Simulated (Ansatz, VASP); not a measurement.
Two plane-wave programs on Re

The input INCAR:

```
PREC     = Accurate       # precision mode
ENCUT    = 520            # plane-wave cutoff, eV
EDIFF    = 1E-6           # SCF threshold, eV
ISMEAR   = -1             # smearing method
SIGMA    = 0.05           # smearing width, eV
LREAL    = False          # projectors in reciprocal space
LASPH    = True           # aspherical terms in the spheres
NELM     = 60             # most SCF steps
ALGO     = Normal         # electronic algorithm
ISIF     = 2              # what is computed and relaxed
LWAVE    = False          # write WAVECAR
LCHARG   = False          # write CHGCAR
GGA      = PE             # functional
NBANDS   = 22             # bands
```

The input KPOINTS:

```
regular mesh
0
Gamma
  9 9 3
```

The input POSCAR:

```
Re
1.0
    2.7663873939      0.0000000000      0.0000000000
   -1.3831936969      2.3957617598      0.0000000000
    0.0000000000      0.0000000000      8.9388451600
Re
4
Direct
    0.6666666667      0.3333333333      0.7500000000
    0.0000000000      0.0000000000      0.5000000000
    0.3333333333      0.6666666667      0.2500000000
    0.0000000000      0.0000000000      0.0000000000
```

input.yaml

```yaml
crystal:
  lattice:
    - [2.7663873939, 0.0, 0.0]
    - [-1.3831936969, 2.3957617598, 0.0]
    - [0.0, 0.0, 8.93884516]
  atoms:
    - { symbol: Re, position: [0.6666666667, 0.3333333333, 0.75] }
    - { symbol: Re, position: [0.0, 0.0, 0.5] }
    - { symbol: Re, position: [0.3333333333, 0.6666666667, 0.25] }
    - { symbol: Re, position: [0.0, 0.0, 0.0] }
hamiltonian:
  xc: pbe
  pseudopotentials: { kind: paw }
kpoints:
  mp_grid: { grid: [9, 9, 3] }
  band_path:
    path:
      - [[0.0, 0.0, 0.0], [0.5, 0.0, 0.0], [0.3333333333, 0.3333333333, 0.0], [0.0, 0.0, 0.0], [0.0, 0.0, 0.5], [0.5, 0.0, 0.5], [0.3333333333, 0.3333333333, 0.5], [0.0, 0.0, 0.5]]
      - [[0.5, 0.0, 0.5], [0.5, 0.0, 0.0]]
      - [[0.3333333333, 0.3333333333, 0.0], [0.3333333333, 0.3333333333, 0.5]]
    npoints: 14
scf:
  occupations: { method: fermi_dirac, width: 0.05 }
  n_extra_bands: 10
output:
  forces: true
  stress: true
  eigenvalues: true
  fatbands: false
```

Alike in both runs: functional PBE; k mesh 9 × 9 × 3; occupations fermi-dirac, width 0.05 eV; no spin polarisation.

```csv
,VASP,Ansatz
version,VASP 6.6.1,Ansatz 0.2.0
potentials or method,"VASP PAW PBE potentials, release 64 (Re)",Ansatz PAW
plane-wave cutoff (eV),520,420
valence electrons in the cell,28,60
task,single point,band structure
```

```tsv
	VASP	Ansatz	Ansatz less VASP
gap on the k mesh at the Fermi level (eV)	none	none	-
pressure (GPa)	2.9	3.4	+0.43
traceless stress, the component that is largest in VASP (GPa)	-1.27	-1.21	+0.060
```

A gap of «none» marks a metal or a gap that the smearing closes. The functional is the same, so the differences come from potentials, cutoffs and numerics. VASP's potentials hold 28 valence electrons a cell and Ansatz's 60, so a difference there can come from the potentials and not from the codes.

Neither program's run includes spin-orbit coupling.
